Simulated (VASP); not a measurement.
# ZrC (I4/mmm) in VASP: notebook

The runs below take ZrC through single point, with PBE.

Program: VASP 6.6.1. These are calculated values, not measurements. Logs are shortened: lines on timing, memory, paths and dates and some standing lists are left out, and cuts for length are marked.

**1. The cell of the first run**

The structure is tetragonal, space group I4/mmm (No. 139). The conventional cell has a = 3.220 Å, b = 3.220 Å, c = 5.009 Å, α = 90.00°, β = 90.00°, γ = 90.00°. Zr (site symmetry 4/mmm) has 6 C at 2.28 to 2.50 Å within 3.0 Å. C (site symmetry 4/mmm) has 6 Zr at 2.28 to 2.50 Å within 3.0 Å.

**2. Single point, PBE**

File INCAR:

```
SYSTEM = ZrC
PREC = Accurate ; ENCUT = 520
EDIFF = 1E-6 ; ISMEAR = 0
SIGMA = 0.15 ; LREAL = .FALSE.
LASPH = .TRUE. ; NELM = 60
ALGO = Normal ; ISIF = 2
LWAVE = .FALSE. ; LCHARG = .FALSE.
GGA = PE ; NBANDS = 15
```

File KPOINTS:

```
regular mesh
0
G
  20 20 20
  0 0 0
```

File POSCAR:

```
ZrC
1.0
    0.0000000000      2.2767173026      2.5043890329
    2.2767173026      0.0000000000      2.5043890329
    2.2767173026      2.2767173026      0.0000000000
Zr C
1 1
Direct
    0.5000000000      0.5000000000      0.5000000000
    0.0000000000      0.0000000000      0.0000000000
```

Potentials or basis: VASP PAW PBE potentials, release 64 (Zr_sv, C).

Command:

```console
> cat potpaw_PBE.64/Zr_sv/POTCAR potpaw_PBE.64/C/POTCAR > POTCAR
> mpirun -np 1 vasp_std > vasp.out
```

OUTCAR:

```text
SYSTEM = ZrC
   PREC = Accurate
   ENCUT = 520
   EDIFF = 1E-6
   ISMEAR = 0
   LREAL = .FALSE.
   LASPH = .TRUE.
   NELM = 60
   ISIF = 2
   GGA = PE

 ion  position               nearest neighbor table
   1  0.500  0.500  0.500-   2 2.28   2 2.28   2 2.28   2 2.28   2 2.50   2 2.50
   2  0.000  0.000  0.000-   1 2.28   1 2.28   1 2.28   1 2.28   1 2.50   1 2.50

  LATTYP: Found a body centered tetragonal cell.
 ALAT       =     3.2197644870
 C/A-ratio  =     1.5556349186

  Lattice vectors:

 A1 = (  -2.2767173026,   0.0000000000,   2.5043890329)
 A2 = (   2.2767173026,   0.0000000000,   2.5043890329)
 A3 = (   0.0000000000,   2.2767173026,  -2.5043890329)

Analysis of symmetry for initial positions (statically):
=====================================================================
 Subroutine PRICEL returns:
 Original cell was already a primitive cell.

 Routine SETGRP: Setting up the symmetry group for a
 body centered tetragonal supercell.

 Subroutine GETGRP returns: Found 16 space group operations
 (whereof 16 operations were pure point group operations)
 out of a pool of 16 trial point group operations.

The static configuration has the point symmetry D_4h.

Analysis of symmetry for dynamics (positions and initial velocities):
=====================================================================
 Subroutine PRICEL returns:
 Original cell was already a primitive cell.

 Routine SETGRP: Setting up the symmetry group for a
 body centered tetragonal supercell.

 Subroutine GETGRP returns: Found 16 space group operations
 (whereof 16 operations were pure point group operations)
 out of a pool of 16 trial point group operations.

The dynamic configuration has the point symmetry D_4h.

 Subroutine INISYM returns: Found 16 space group operations
 (whereof 16 operations are pure point group operations),
 and found     1 'primitive' translations

----------------------------------------------------------------------------------------

                                     Primitive cell

  volume of cell :      25.9627

  direct lattice vectors                    reciprocal lattice vectors
     0.000000000  2.276717303  2.504389033    -0.219614442  0.219614442  0.199649493
     2.276717303  0.000000000  2.504389033     0.219614442 -0.219614442  0.199649493
     2.276717303  2.276717303  0.000000000     0.219614442  0.219614442 -0.199649493

  length of vectors
     3.384583594  3.384583594  3.219764487     0.369216639  0.369216639  0.369216639

  position of ions in fractional coordinates (direct lattice)
     0.500000000  0.500000000  0.500000000
     0.000000000  0.000000000  0.000000000

  ion indices of the primitive-cell ions
   primitive index   ion index
                 1           1
                 2           2

----------------------------------------------------------------------------------------

 KPOINTS: regular mesh

Automatic generation of k-mesh.
 Grid dimensions read from file:
 generate k-points for:   20   20   20

 Generating k-lattice:

  Cartesian coordinates                     Fractional coordinates (reciprocal lattice)
    -0.010980722  0.010980722  0.009982475     0.050000000  0.000000000  0.000000000
     0.010980722 -0.010980722  0.009982475     0.000000000  0.050000000  0.000000000
     0.010980722  0.010980722 -0.009982475    -0.000000000 -0.000000000  0.050000000

  Length of vectors
     0.018460832  0.018460832  0.018460832

  Shift w.r.t. Gamma in fractional coordinates (k-lattice)
     0.000000000  0.000000000  0.000000000

 Subroutine IBZKPT returns following result:
 ===========================================

 Found    641 irreducible k-points:

 Following reciprocal coordinates:
            Coordinates               Weight
  0.000000  0.000000  0.000000      1.000000
  0.050000 -0.000000  0.000000      8.000000
  0.100000  0.000000  0.000000      8.000000
  0.150000 -0.000000  0.000000      8.000000
  0.200000  0.000000  0.000000      8.000000
  0.250000 -0.000000  0.000000      8.000000
[... 16 lines left out ...]
 -0.400000  0.050000  0.000000      8.000000
 -0.350000  0.050000  0.000000      8.000000
 [... further k-points ...]
   k-points           NKPTS =    641   k-points in BZ     NKDIM =    641   number of bands    NBANDS=     15
   number of dos      NEDOS =    301   number of ions     NIONS =      2
   total plane-waves  NPLWV =  18816
   dimension x,y,z NGX =    28 NGY =   28 NGZ =   24
   dimension x,y,z NGXF=    56 NGYF=   56 NGZF=   48
   ions per type =               1   1
   NGX,Y,Z   is equivalent  to a cutoff of  13.75, 13.75, 12.39 a.u.
   NGXF,Y,Z  is equivalent  to a cutoff of  27.51, 27.51, 24.78 a.u.
 SYSTEM =  ZrC
   PREC   = accura    normal or accurate (medium, high low for compatibility)
   ISTART =      0    job   : 0-new  1-cont  2-samecut
   ICHARG =      2    charge: 1-file 2-atom 10-const
   ISPIN  =      1    spin polarized calculation?
   LNONCOLLINEAR =      F non collinear calculations
   LSORBIT =      F    spin-orbit coupling
   LASPH  =      T    aspherical Exc in radial PAW
   ENCUT  =  520.0 eV  38.22 Ry    6.18 a.u.   6.29  6.29  5.99*2*pi/ulx,y,z
   NELM   =     60;   NELMIN=  2; NELMDL= -5     # of ELM steps
   EDIFF  = 0.1E-05   stopping-criterion for ELM
   LREAL  =      F    real-space projection
   EDIFFG = 0.1E-04   stopping-criterion for IOM
   NSW    =      0    number of steps for IOM
   IBRION =     -1    ionic relax: 0-MD 1-quasi-New 2-CG
   NFREE  =      0    steps in history (QN), initial steepest desc. (CG)
   ISIF   =      2    stress and relaxation
   ISYM   =      2    0-nonsym 1-usesym 2-fastsym
   POTIM  = 0.5000    time-step for ionic-motion
   TEBEG  =    0.0;   TEEND  =   0.0 temperature during run
   PSTRESS=    0.0 pullay stress
   NELECT =      16.0000    total number of electrons
   NUPDOWN=      -1.0000    fix difference up-down
   EMIN   =  10.00;   EMAX   =-10.00  energy-range for DOS
   EFERMI =   0.00;   METHOD = LEGACY
   ISMEAR =     0;   SIGMA  =   0.15  broadening in eV -4-tet -1-fermi 0-gaus
   EFERMI_NEDOS =   21; number of points for ismear=-14 and -15
   IALGO  =     38    algorithm
   IMIX   =      4    mixing-type and parameters
     AMIX     =   0.40;   BMIX     =  1.00
     AMIX_MAG =   1.60;   BMIX_MAG =  1.00
  volume/ion in A,a.u.               =      12.98        87.60
  Fermi-wavevector in a.u.,A,eV,Ry     =   1.393151  2.632673 26.407131  1.940869
  Thomas-Fermi vector in A             =   2.516825
   LORBIT       =      0    0 simple, 1 ext, 2 COOP (PROOUT), +10 PAW based schemes
   GGA     = PE    functional components
   LHFCALC =     F    Hartree Fock is set to
   AEXX    =    0.0000 exact exchange contribution
   IVDW    =     0    specifies the selected vdW correction
   LEPSILON=     F    determine dielectric tensor
   LRPA    =     F    only Hartree local field effects (RPA)
 non-spin polarized calculation
 Gauss-broadening in eV      SIGMA  =   0.15
  energy-cutoff  :      520.00
  volume of cell :       25.96
 maximum number of plane-waves:       721
 NGX is ok and might be reduce to    28

 number of electron      16.0000000 magnetization

 Free energy of the ion-electron system (eV)
  ---------------------------------------------------
  ext. energy  EPLUGINS =         0.00000000
  ---------------------------------------------------
  free energy    TOTEN  =       -19.29532872 eV

  energy without entropy =      -19.29193404  energy(sigma->0) =      -19.29363138

 E-fermi :   9.6605     XC(G=0): -12.1156

 val. band max:        9.6501071937   @ k =  -0.0500   0.4500   0.4000
 cond. band min:       9.6673895881   @ k =   0.3000   0.0500   0.2500
 fundamental gap:      0.0172823943
 Fermi energy:         9.6604888875

 k-point     1 :       0.0000    0.0000    0.0000
  band No.  band energies     occupation
      1     -38.4533      2.00000
      2     -16.2515      2.00000
      3     -16.1340      2.00000
      4     -16.1340      2.00000
      5      -1.7037      2.00000
      6      10.1165      0.00002
      7      10.2566      0.00000
      8      10.7037      0.00000
      9      10.7037      0.00000
     10      11.0760      0.00000
     11      11.0760      0.00000
     12      11.4882      0.00000
     13      12.9716      0.00000
     14      17.4692      0.00000
     15      20.1635      0.00000

 k-point     2 :       0.0500   -0.0000    0.0000
  band No.  band energies     occupation
      1     -38.4508      2.00000
      2     -16.2596      2.00000
      3     -16.1526      2.00000
      4     -16.1344      2.00000
      5      -1.6453      2.00000
      6       9.8261      0.11836
      7       9.8677      0.05076
      8      10.3643      0.00000
      9      10.7424      0.00000
     10      11.1751      0.00000
     11      11.3039      0.00000
     12      11.8885      0.00000
     13      13.3271      0.00000
     14      17.5948      0.00000
     15      20.3220      0.00000

 k-point     3 :       0.1000    0.0000    0.0000
  band No.  band energies     occupation
      1     -38.4435      2.00000
      2     -16.2922      2.00000
      3     -16.1967      2.00000
      4     -16.1356      2.00000
      5      -1.4741      2.00000
      6       9.1200      2.00000
      7       9.3286      1.99825
      8       9.7417      0.44405
      9      10.9184      0.00000
     10      11.3466      0.00000
     11      11.5931      0.00000
     12      12.6651      0.00000
     13      14.1196      0.00000
     14      17.9384      0.00000
     15      20.7710      0.00000

 k-point     4 :       0.1500   -0.0000    0.0000
  band No.  band energies     occupation
      1     -38.4320      2.00000
      2     -16.3713      2.00000
      3     -16.2353      2.00000
      4     -16.1374      2.00000
      5      -1.2011      2.00000
      6       8.3690      2.00000
      7       8.7333      2.00000
      8       9.0906      2.00000
      9      11.2246      0.00000
     10      11.5918      0.00000
     11      11.8488      0.00000
     12      13.5341      0.00000
     13      15.0812      0.00000
     14      18.4126      0.00000
     15      21.4274      0.00000
[... 307 lines left out ...]
 k-point    22 :      -0.4500    0.0500    0.0000
  band No.  band energies     occupation
      1     -38.3489      2.00000
      2     -17.0292      2.00000
      3     -16.3686      2.00000
      4     -16.1498      2.00000
      5       1.3811      2.00000
      6       4.4134      2.00000
      7       6.5503      2.00000
      8       6.7089      2.00000
      9      13.8249      0.00000
     10      14.2222      0.00000
     11      15.0568      0.00000
     12      16.3612      0.00000
     13      18.3319      0.00000
     14      20.8247      0.00000
     15      22.2941      0.00000

 k-point    23 :      -0.4000    0.0500    0.0000
  band No.  band energies     occupation
      1     -38.3540      2.00000
      2     -16.9907      2.00000
      3     -16.3642      2.00000
      4     -16.1446      2.00000
      5       1.1463      2.00000
      6       4.7128      2.00000
      7       6.6565      2.00000
      8       6.7756      2.00000
      9      13.5458      0.00000
     10      13.7743      0.00000
     11      14.7353      0.00000
     12      16.7467      0.00000
     13      18.1725      0.00000
     14      20.5769      0.00000
     15      22.6521      0.00000

 k-point    24 :      -0.3500    0.0500    0.0000
  band No.  band energies     occupation
      1     -38.3637      2.00000
      2     -16.9165      2.00000
      3     -16.3535      2.00000
      4     -16.1393      2.00000
      5       0.7583      2.00000
      6       5.2161      2.00000
      7       6.8557      2.00000
      8       6.9444      2.00000
      9      13.1567      0.00000
     10      13.2384      0.00000
     11      14.2201      0.00000
     12      16.5079      0.00000
     13      18.5746      0.00000
     14      19.9643      0.00000
     15      23.1786      0.00000

 [... further k-points ...]
[... 5 lines left out ...]
  --------------------------------------------------------------------------------------
  -------------------------------------------------------------------------------------
  Total        2.5611726      2.5611726     -2.5642937      0.0000000      0.0000000     -0.0000000
  in kB      158.0517920    158.0517920   -158.2443999      0.0000000      0.0000000     -0.0000000
  external PRESSURE =      52.6197281 kB  Pullay stress =       0.0000000 kB

 VOLUME and BASIS-vectors are now :
 -----------------------------------------------------------------------------
  energy-cutoff  :      520.00
  volume of cell :       25.96
      direct lattice vectors                 reciprocal lattice vectors
     0.000000000  2.276717303  2.504389033    -0.219614442  0.219614442  0.199649493
     2.276717303  0.000000000  2.504389033     0.219614442 -0.219614442  0.199649493
     2.276717303  2.276717303  0.000000000     0.219614442  0.219614442 -0.199649493

 POSITION                                       TOTAL-FORCE (eV/Angst)
 -----------------------------------------------------------------------------------
      2.27672      2.27672      2.50439         0.000000      0.000000      0.000000
      0.00000      0.00000      0.00000        -0.000000     -0.000000      0.000000
 -----------------------------------------------------------------------------------
    total drift:                                0.000000      0.000000      0.000000

  FREE ENERGIE OF THE ION-ELECTRON SYSTEM (eV)
  ---------------------------------------------------
  free  energy   TOTEN  =       -19.2953287196 eV

  energy  without entropy=      -19.2919340423  energy(sigma->0) =      -19.29363138
```

Wall time 1.8 min (1 thread of Intel Xeon 6975P-C (Granite Rapids), shared host); peak memory 0.36 GiB.

What came out:

```
Free energy            : -19.2953 eV
Pressure               : 5.3 GPa
Band gap on the k mesh : zero (bands 8 and 9 overlap by 1.58 eV)
```

Stress tensor (GPa, compression positive):
```
 15.81   0.00   0.00
  0.00  15.81   0.00
  0.00   0.00 -15.82
```

Caveat: the stress differs along the axes, from -16 to 16 GPa.

**3. Single point, PBE**

This run uses another cell than the first one, of the same volume but with other edges.

File INCAR:

```
ALGO = Normal
EDIFF = 1E-6
ENCUT = 520
GGA = PE
ISIF = 2
ISMEAR = 0
LASPH = True
LCHARG = False
LREAL = False
LWAVE = False
NBANDS = 15
NELM = 60
PREC = Accurate
SIGMA = 0.15
```

File KPOINTS:

```
k-points
0
Gamma
  20 20 20
```

File POSCAR:

```
ZrC
1.0
    0.0000000000      2.7131192595      1.7635275187
    2.7131192595      0.0000000000      1.7635275187
    2.7131192595      2.7131192595      0.0000000000
Zr C
1 1
Direct
    0.5000000000      0.5000000000      0.5000000000
    0.0000000000      0.0000000000      0.0000000000
```

Potentials or basis: VASP PAW PBE potentials, release 64 (Zr_sv, C).

Command:

```console
> cat potpaw_PBE.64/Zr_sv/POTCAR potpaw_PBE.64/C/POTCAR > POTCAR
> mpirun -np 1 vasp_std > vasp.out
```

OUTCAR:

```text
EDIFF = 1E-6
   ENCUT = 520
   GGA = PE
   ISIF = 2
   ISMEAR = 0
   LASPH = True
   LREAL = False
   NELM = 60
   PREC = Accurate

 ion  position               nearest neighbor table
   1  0.500  0.500  0.500-   2 1.76   2 1.76   2 2.71   2 2.71   2 2.71   2 2.71
   2  0.000  0.000  0.000-   1 1.76   1 1.76   1 2.71   1 2.71   1 2.71   1 2.71

  LATTYP: Found a body centered tetragonal cell.
 ALAT       =     3.8369300531
 C/A-ratio  =     0.9192388156

  Lattice vectors:

 A1 = (   0.0000000000,  -2.7131192595,  -1.7635275187)
[... 609 lines left out ...]
     10      13.5075      0.00000
     11      14.0201      0.00000
     12      16.7817      0.00000
     13      16.7927      0.00000
     14      19.0542      0.00000
     15      23.3628      0.00000

 [... further k-points ...]
[... 5 lines left out ...]
  --------------------------------------------------------------------------------------
  -------------------------------------------------------------------------------------
  Total       -1.9884400     -1.9884400     35.4121367      0.0000000      0.0000000      0.0000000
  in kB     -122.7080542   -122.7080542   2185.3082710      0.0000000      0.0000000      0.0000000
  external PRESSURE =     646.6307209 kB  Pullay stress =       0.0000000 kB

 VOLUME and BASIS-vectors are now :
 -----------------------------------------------------------------------------
  energy-cutoff  :      520.00
  volume of cell :       25.96
      direct lattice vectors                 reciprocal lattice vectors
     0.000000000  2.713119259  1.763527519    -0.184289724  0.184289724  0.283522653
     2.713119259  0.000000000  1.763527519     0.184289724 -0.184289724  0.283522653
     2.713119259  2.713119259  0.000000000     0.184289724  0.184289724 -0.283522653

 POSITION                                       TOTAL-FORCE (eV/Angst)
 -----------------------------------------------------------------------------------
      2.71312      2.71312      1.76353         0.000000     -0.000000     -0.000000
      0.00000      0.00000      0.00000        -0.000000      0.000000      0.000000
 -----------------------------------------------------------------------------------
    total drift:                                0.000000     -0.000000      0.000000

  FREE ENERGIE OF THE ION-ELECTRON SYSTEM (eV)
  ---------------------------------------------------
  free  energy   TOTEN  =       -14.2854175720 eV

  energy  without entropy=      -14.2769890651  energy(sigma->0) =      -14.28120332
```

It took 73 s on 1 thread of Intel Xeon 6975P-C (Granite Rapids), shared host; peak memory 0.35 GiB.

Results:

| Quantity | Value |
| --- | --- |
| Free energy | -14.2854 eV |
| Pressure | 64.7 GPa |
| Band gap on the k mesh | zero (bands 8 and 9 overlap by 2.58 eV) |

Stress tensor (GPa, compression positive):
```
-12.27   0.00   0.00
  0.00 -12.27   0.00
  0.00   0.00 218.53
```

Caveat: the stress differs along the axes, from -12 to 219 GPa.
